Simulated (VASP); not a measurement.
# MgCd3 (Pm-3m) in VASP: further runs

The runs below take MgCd3 through single point, with LDA.

Everything below comes from runs of VASP 6.6.1. Logs are shortened: lines on timing, memory, paths and dates and some standing lists are left out, and cuts for length are marked.

## (1) The cell of the first run

The structure is cubic, space group Pm-3m (No. 221). The conventional cell has a = 4.243 Å, b = 4.243 Å, c = 4.243 Å, α = 90.00°, β = 90.00°, γ = 90.00°. Within 4.0 Å of Mg (site symmetry m-3m) lie 12 Cd at 3.00 Å. Cd (site symmetry 4/mmm) has 4 Mg at 3.00 Å and 8 Cd at 3.00 Å within 4.0 Å.

## (2) Single point, LDA

INCAR

```
ALGO = Normal
EDIFF = 1E-6
ENCUT = 520
GGA = CA
ISIF = 2
ISMEAR = 0
LASPH = T
LCHARG = T
LELF = T
LREAL = F
LVHAR = T
LWAVE = F
NBANDS = 27
NELM = 100
PREC = Accurate
SIGMA = 0.15
```

KPOINTS

```
k-points
0
Gamma
  5 5 5
```

POSCAR

```
MgCd3
1.0
    4.2433084665      0.0000000000      0.0000000000
    0.0000000000      4.2433084665      0.0000000000
    0.0000000000      0.0000000000      4.2433084665
Mg Cd
1 3
Direct
    0.0000000000      0.0000000000      0.0000000000
    0.5000000000      0.5000000000      0.0000000000
    0.5000000000      0.0000000000      0.5000000000
    0.0000000000      0.5000000000      0.5000000000
```

Potentials or basis: VASP PAW LDA potentials, release 64 (Mg, Cd).

Started as:

```
> cat potpaw_LDA.64/Mg/POTCAR potpaw_LDA.64/Cd/POTCAR > POTCAR
> mpirun -np 1 vasp_std > vasp.out
```

OUTCAR:

```text
EDIFF = 1E-6
   ENCUT = 520
   GGA = CA
   ISIF = 2
   ISMEAR = 0
   LASPH = T
   LREAL = F
   NELM = 100
   PREC = Accurate

 ion  position               nearest neighbor table
   1  0.000  0.000  0.000-   2 3.00   3 3.00   4 3.00   3 3.00   4 3.00   2 3.00   4 3.00   4 3.00
                             2 3.00   3 3.00   3 3.00   2 3.00
   2  0.500  0.500  0.000-   1 3.00   3 3.00   4 3.00   3 3.00   4 3.00   1 3.00   3 3.00   3 3.00
                             1 3.00   4 3.00   4 3.00   1 3.00
   3  0.500  0.000  0.500-   1 3.00   2 3.00   4 3.00   1 3.00   2 3.00   2 3.00   4 3.00   2 3.00
                             1 3.00   4 3.00   1 3.00   4 3.00
   4  0.000  0.500  0.500-   1 3.00   2 3.00   3 3.00   1 3.00   2 3.00   1 3.00   3 3.00   1 3.00
                             2 3.00   3 3.00   2 3.00   3 3.00

  LATTYP: Found a simple cubic cell.
 ALAT       =     4.2433084665

  Lattice vectors:

 A1 = (   4.2433084665,   0.0000000000,   0.0000000000)
 A2 = (   0.0000000000,   4.2433084665,   0.0000000000)
 A3 = (   0.0000000000,   0.0000000000,   4.2433084665)

Analysis of symmetry for initial positions (statically):
=====================================================================
 Subroutine PRICEL returns:
 Original cell was already a primitive cell.

 Routine SETGRP: Setting up the symmetry group for a
 simple cubic supercell.

 Subroutine GETGRP returns: Found 48 space group operations
 (whereof 48 operations were pure point group operations)
 out of a pool of 48 trial point group operations.

The static configuration has the point symmetry O_h .

Analysis of symmetry for dynamics (positions and initial velocities):
=====================================================================
 Subroutine PRICEL returns:
 Original cell was already a primitive cell.

 Routine SETGRP: Setting up the symmetry group for a
 simple cubic supercell.

 Subroutine GETGRP returns: Found 48 space group operations
 (whereof 48 operations were pure point group operations)
 out of a pool of 48 trial point group operations.

The dynamic configuration has the point symmetry O_h .

 Subroutine INISYM returns: Found 48 space group operations
 (whereof 48 operations are pure point group operations),
 and found     1 'primitive' translations

----------------------------------------------------------------------------------------

                                     Primitive cell

  volume of cell :      76.4036

  direct lattice vectors                    reciprocal lattice vectors
     4.243308467  0.000000000  0.000000000     0.235665167  0.000000000  0.000000000
     0.000000000  4.243308467  0.000000000     0.000000000  0.235665167  0.000000000
     0.000000000  0.000000000  4.243308467     0.000000000  0.000000000  0.235665167

  length of vectors
     4.243308467  4.243308467  4.243308467     0.235665167  0.235665167  0.235665167

  position of ions in fractional coordinates (direct lattice)
     0.000000000  0.000000000  0.000000000
     0.500000000  0.500000000  0.000000000
     0.500000000  0.000000000  0.500000000
     0.000000000  0.500000000  0.500000000

  ion indices of the primitive-cell ions
   primitive index   ion index
                 1           1
                 2           2
                 3           3
                 4           4

----------------------------------------------------------------------------------------

 KPOINTS: k-points

Automatic generation of k-mesh.
 Grid dimensions read from file:
 generate k-points for:    5    5    5

 Generating k-lattice:

  Cartesian coordinates                     Fractional coordinates (reciprocal lattice)
     0.047133033  0.000000000  0.000000000     0.200000000  0.000000000  0.000000000
     0.000000000  0.047133033  0.000000000     0.000000000  0.200000000  0.000000000
     0.000000000  0.000000000  0.047133033     0.000000000  0.000000000  0.200000000

  Length of vectors
     0.047133033  0.047133033  0.047133033

  Shift w.r.t. Gamma in fractional coordinates (k-lattice)
     0.000000000  0.000000000  0.000000000

 Subroutine IBZKPT returns following result:
 ===========================================

 Found     10 irreducible k-points:

 Following reciprocal coordinates:
            Coordinates               Weight
  0.000000  0.000000  0.000000      1.000000
  0.200000  0.000000  0.000000      6.000000
  0.400000  0.000000  0.000000      6.000000
  0.200000  0.200000  0.000000     12.000000
  0.400000  0.200000  0.000000     24.000000
  0.400000  0.400000  0.000000     12.000000
  0.200000  0.200000  0.200000      8.000000
  0.400000  0.200000  0.200000     24.000000
  0.400000  0.400000  0.200000     24.000000
  0.400000  0.400000  0.400000      8.000000
   k-points           NKPTS =     10   k-points in BZ     NKDIM =     10   number of bands    NBANDS=     27
   number of dos      NEDOS =    301   number of ions     NIONS =      4
   total plane-waves  NPLWV =  32768
   dimension x,y,z NGX =    32 NGY =   32 NGZ =   32
   dimension x,y,z NGXF=    64 NGYF=   64 NGZF=   64
   ions per type =               1   3
   NGX,Y,Z   is equivalent  to a cutoff of  12.54, 12.54, 12.54 a.u.
   NGXF,Y,Z  is equivalent  to a cutoff of  25.07, 25.07, 25.07 a.u.
 SYSTEM =  unknown system
   PREC   = accura    normal or accurate (medium, high low for compatibility)
   ISTART =      0    job   : 0-new  1-cont  2-samecut
   ICHARG =      2    charge: 1-file 2-atom 10-const
   ISPIN  =      1    spin polarized calculation?
   LNONCOLLINEAR =      F non collinear calculations
   LSORBIT =      F    spin-orbit coupling
   LASPH  =      T    aspherical Exc in radial PAW
   ENCUT  =  520.0 eV  38.22 Ry    6.18 a.u.   7.89  7.89  7.89*2*pi/ulx,y,z
   NELM   =    100;   NELMIN=  2; NELMDL= -5     # of ELM steps
   EDIFF  = 0.1E-05   stopping-criterion for ELM
   LREAL  =      F    real-space projection
   EDIFFG = 0.1E-04   stopping-criterion for IOM
   NSW    =      0    number of steps for IOM
   IBRION =     -1    ionic relax: 0-MD 1-quasi-New 2-CG
   NFREE  =      0    steps in history (QN), initial steepest desc. (CG)
   ISIF   =      2    stress and relaxation
   ISYM   =      2    0-nonsym 1-usesym 2-fastsym
   POTIM  = 0.5000    time-step for ionic-motion
   TEBEG  =    0.0;   TEEND  =   0.0 temperature during run
   PSTRESS=    0.0 pullay stress
   NELECT =      38.0000    total number of electrons
   NUPDOWN=      -1.0000    fix difference up-down
   EMIN   =  10.00;   EMAX   =-10.00  energy-range for DOS
   EFERMI =   0.00;   METHOD = LEGACY
   ISMEAR =     0;   SIGMA  =   0.15  broadening in eV -4-tet -1-fermi 0-gaus
   EFERMI_NEDOS =   21; number of points for ismear=-14 and -15
   IALGO  =     38    algorithm
   IMIX   =      4    mixing-type and parameters
     AMIX     =   0.40;   BMIX     =  1.00
     AMIX_MAG =   1.60;   BMIX_MAG =  1.00
  volume/ion in A,a.u.               =      19.10       128.90
  Fermi-wavevector in a.u.,A,eV,Ry     =   1.297074  2.451114 22.890455  1.682401
  Thomas-Fermi vector in A             =   2.428490
   LORBIT       =      0    0 simple, 1 ext, 2 COOP (PROOUT), +10 PAW based schemes
   GGA     = CA    functional components
   LHFCALC =     F    Hartree Fock is set to
   AEXX    =    0.0000 exact exchange contribution
   IVDW    =     0    specifies the selected vdW correction
   LEPSILON=     F    determine dielectric tensor
   LRPA    =     F    only Hartree local field effects (RPA)
 non-spin polarized calculation
 Gauss-broadening in eV      SIGMA  =   0.15
  energy-cutoff  :      520.00
  volume of cell :       76.40
 maximum number of plane-waves:      2103
 NGX is ok and might be reduce to    32
   NGX = 15   NGY = 15   NGZ = 15

 number of electron      38.0000019 magnetization

 Free energy of the ion-electron system (eV)
  ---------------------------------------------------
  ext. energy  EPLUGINS =         0.00000000
  ---------------------------------------------------
  free energy    TOTEN  =        -6.83170378 eV

  energy without entropy =       -6.80667177  energy(sigma->0) =       -6.81918777

 E-fermi :   3.7700     XC(G=0): -11.3584

 val. band max:        3.6901391719   @ k =   0.2000   0.2000   0.0000
 cond. band min:       3.8120456114   @ k =   0.4000   0.4000   0.4000
 fundamental gap:      0.1219064395
 Fermi energy:         3.7700358509

 k-point     1 :       0.0000    0.0000    0.0000
  band No.  band energies     occupation
      1      -6.5717      2.00000
      2      -6.3660      2.00000
      3      -6.3660      2.00000
      4      -6.3660      2.00000
      5      -6.0977      2.00000
      6      -6.0977      2.00000
[... 19 lines left out ...]
     26      11.0081      0.00000
     27      11.0081      0.00000

 k-point     2 :       0.2000    0.0000    0.0000
  band No.  band energies     occupation
      1      -6.4436      2.00000
      2      -6.3277      2.00000
      3      -6.2512      2.00000
      4      -6.2512      2.00000
      5      -6.0729      2.00000
      6      -5.9746      2.00000
[... 19 lines left out ...]
     26       9.8324      0.00000
     27      11.4422      0.00000

 k-point     3 :       0.4000    0.0000    0.0000
  band No.  band energies     occupation
      1      -6.2571      2.00000
      2      -6.1895      2.00000
      3      -6.0038      2.00000
      4      -5.9472      2.00000
      5      -5.9472      2.00000
      6      -5.7020      2.00000
[... 19 lines left out ...]
     26      12.4974      0.00000
     27      12.7613      0.00000

 k-point     4 :       0.2000    0.2000    0.0000
  band No.  band energies     occupation
      1      -6.3422      2.00000
      2      -6.2684      2.00000
      3      -6.1736      2.00000
      4      -6.1586      2.00000
      5      -5.9842      2.00000
      6      -5.8973      2.00000
[... 19 lines left out ...]
     26       9.9154      0.00000
     27      10.0441      0.00000
[... 96 lines left out ...]
      4      -5.9365      2.00000
      5      -5.7992      2.00000
      6      -5.7628      2.00000
[... 19 lines left out ...]
     26      11.1541      0.00000
     27      11.4004      0.00000

 k-point     9 :       0.4000    0.4000    0.2000
  band No.  band energies     occupation
      1      -6.1908      2.00000
      2      -6.0823      2.00000
      3      -5.9852      2.00000
      4      -5.9695      2.00000
      5      -5.8381      2.00000
      6      -5.7125      2.00000
[... 19 lines left out ...]
     26      12.3012      0.00000
     27      13.5053      0.00000

 k-point    10 :       0.4000    0.4000    0.4000
  band No.  band energies     occupation
      1      -6.3329      2.00000
      2      -6.2235      2.00000
      3      -6.1221      2.00000
      4      -6.1221      2.00000
      5      -5.8195      2.00000
      6      -5.8195      2.00000
[... 19 lines left out ...]
     26      14.8723      0.00000
     27      15.8286      0.00000

------------------------ aborting loop because EDIFF is reached ----------------------------------------

  FORCE on cell =-STRESS in cart. coord.  units (eV):
  Direction    XX          YY          ZZ          XY          YZ          ZX
  --------------------------------------------------------------------------------------
  -------------------------------------------------------------------------------------
  Total        1.1144571      1.1144571      1.1144571     -0.0000000      0.0000000     -0.0000000
  in kB       23.3700764     23.3700764     23.3700764     -0.0000000      0.0000000     -0.0000000
  external PRESSURE =      23.3700764 kB  Pullay stress =       0.0000000 kB

 VOLUME and BASIS-vectors are now :
 -----------------------------------------------------------------------------
  energy-cutoff  :      520.00
  volume of cell :       76.40
      direct lattice vectors                 reciprocal lattice vectors
     4.243308467  0.000000000  0.000000000     0.235665167  0.000000000  0.000000000
     0.000000000  4.243308467  0.000000000     0.000000000  0.235665167  0.000000000
     0.000000000  0.000000000  4.243308467     0.000000000  0.000000000  0.235665167

 POSITION                                       TOTAL-FORCE (eV/Angst)
 -----------------------------------------------------------------------------------
      0.00000      0.00000      0.00000         0.000000      0.000000      0.000000
      2.12165      2.12165      0.00000         0.000000      0.000000      0.000000
      2.12165      0.00000      2.12165         0.000000      0.000000      0.000000
      0.00000      2.12165      2.12165         0.000000      0.000000      0.000000
 -----------------------------------------------------------------------------------
    total drift:                                0.000000     -0.000000     -0.000000

  FREE ENERGIE OF THE ION-ELECTRON SYSTEM (eV)
  ---------------------------------------------------
  free  energy   TOTEN  =        -6.8317037800 eV

  energy  without entropy=       -6.8066717684  energy(sigma->0) =       -6.81918777
```

Run time: 5.7 s. Hardware: 1 thread of Intel Xeon 6975P-C (Granite Rapids), shared host; peak memory 0.16 GiB.

What came out:

```
Free energy            : -6.8317 eV
Pressure               : 2.3 GPa
Band gap on the k mesh : zero (band 19 reaches 4.56 eV, above the bottom of band 20 at 2.72 eV)
```

Levels at points of the mesh, in eV from the Fermi level:
| k point | band 17 | band 18 | band 19 | band 20 | band 21 | band 22 |
| --- | --- | --- | --- | --- | --- | --- |
| (0.00, 0.00, 0.00) | -1.12 | -1.12 | -1.12 | 1.03 | 1.03 | 2.89 |

## (3) Single point, LDA

This run uses another cell than the first one, of 19.63 Å³/atom, 1.028 times its volume.

INCAR

```
  PREC = Accurate
  ENCUT = 520
  EDIFF = 1E-6
  ISMEAR = 0
  SIGMA = 0.15
  LREAL = F
  LASPH = T
  NELM = 80
  ALGO = Normal
  ISIF = 2
  LWAVE = F
  LCHARG = F
  NBANDS = 27
```

KPOINTS

```
Automatic mesh
0
Gamma
  5 5 5
```

POSCAR

```
MgCd3
1.0
    4.2822400767      0.0000000000      0.0000000000
    0.0000000000      4.2822400767      0.0000000000
    0.0000000000      0.0000000000      4.2822400767
Mg Cd
1 3
Direct
    0.0000000000      0.0000000000      0.0000000000
    0.5000000000      0.5000000000      0.0000000000
    0.5000000000      0.0000000000      0.5000000000
    0.0000000000      0.5000000000      0.5000000000
```

Potentials or basis: VASP PAW LDA potentials, release 64 (Mg, Cd).

Started as:

```
> cat potpaw_LDA.64/Mg/POTCAR potpaw_LDA.64/Cd/POTCAR > POTCAR
> mpirun -np 1 vasp_std > vasp.out
```

Run time: 5.5 s. Hardware: 1 thread of Intel Xeon 6975P-C (Granite Rapids), shared host; peak memory 0.15 GiB.

The run converged. Its results:

```yaml
Free_energy: -6.8498 eV
Pressure: 0.4 GPa
Band_gap_on_the_k_mesh: zero (band 19 reaches 4.35 eV, above the bottom of band 20 at 2.50 eV)
```

Levels at points of the mesh, in eV from the Fermi level:
| k point | band 16 | band 17 | band 18 | band 19 | band 20 | band 21 | band 22 | band 23 |
| --- | --- | --- | --- | --- | --- | --- | --- | --- |
| (0.00, 0.00, 0.00) | -8.30 | -1.05 | -1.05 | -1.05 | 0.96 | 0.96 | 2.78 | 7.08 |

## (4) Single point, LDA

This run uses another cell than the first one, of 20.16 Å³/atom, 1.056 times its volume.

INCAR

```
SYSTEM = MgCd3
PREC = Accurate
ENCUT = 520
EDIFF = 1E-6
ISMEAR = 0
SIGMA = 0.15
LREAL = .FALSE.
LASPH = .TRUE.
NELM = 80
ALGO = Normal
ISIF = 2
LWAVE = .FALSE.
LCHARG = .FALSE.
NBANDS = 27
```

KPOINTS

```
regular mesh
0
G
  5 5 5
  0 0 0
```

POSCAR

```
MgCd3
1.0
    4.3204763862      0.0000000000      0.0000000000
    0.0000000000      4.3204763862      0.0000000000
    0.0000000000      0.0000000000      4.3204763862
Mg Cd
1 3
Direct
    0.0000000000      0.0000000000      0.0000000000
    0.5000000000      0.5000000000      0.0000000000
    0.5000000000      0.0000000000      0.5000000000
    0.0000000000      0.5000000000      0.5000000000
```

Started as:

```
> cat potpaw_LDA.64/Mg/POTCAR potpaw_LDA.64/Cd/POTCAR > POTCAR
> mpirun -np 1 vasp_std > vasp.out
```

Wall time 5.3 s (1 thread of Intel Xeon 6975P-C (Granite Rapids), shared host); peak memory 0.15 GiB.

The run converged. Its results:

| Item | Value |
| --- | --- |
| Free energy | -6.8445 eV |
| Pressure | -1.2 GPa |
| Band gap on the k mesh | zero (band 19 reaches 4.16 eV, above the bottom of band 20 at 2.29 eV) |

Levels at points of the mesh, in eV from the Fermi level:
```
           k point  band 16  band 17  band 18  band 19  band 20  band 21  band 22  band 23
(0.00, 0.00, 0.00)    -8.27    -0.98    -0.98    -0.98     0.89     0.89     2.66     6.99
```

## (5) The runs side by side

```tsv
cell	gap on the mesh (eV)	pressure (GPa)
a = 4.243 Å, 4 atoms	none	2.3
a = 4.282 Å, 4 atoms	none	0.4
a = 4.320 Å, 4 atoms	none	-1.2
```

Alike in all rows: task single point; level LDA; potentials or basis VASP PAW LDA potentials, release 64 (Mg, Cd); no spin polarisation; k mesh 5 × 5 × 5; cutoff (eV) 520; smearing gaussian 0.15 eV.

Total energies depend on the potentials used, so only differences within one code and one set of settings carry meaning.
